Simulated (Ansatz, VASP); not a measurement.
## One calculation of CaSe, two programs

```
Ca Se
1.0
     0.00000    2.95600    2.95600
     2.95600    0.00000    2.95600
     2.95600    2.95600    0.00000
Ca Se
1 1
Direct
  0.00000 0.00000 0.00000
  0.50000 0.50000 0.50000
```

Alike in both runs: task single point; functional PBE; k mesh 2 × 2 × 2; occupations fermi-dirac, width 0.02 eV; no spin polarisation.

|  | VASP | Ansatz |
| --- | --- | --- |
| version | VASP 6.6.1 | Ansatz 0.2.0 |
| potentials or method | VASP PAW PBE potentials, release 64 (Ca_sv, Se), cutoff 520 eV | all-electron LAPW, scalar-relativistic |

|  | VASP | Ansatz | Ansatz less VASP |
| --- | --- | --- | --- |
| gap on the k mesh at the Fermi level (eV) | 1.83 | 1.84 | +0.011 |
| pressure (GPa) | 4.7 | 4.4 | -0.23 |

Ansatz ran all-electron here, and VASP with PAW potentials.

The k mesh is coarse, so the values compare programs but aren't converged.
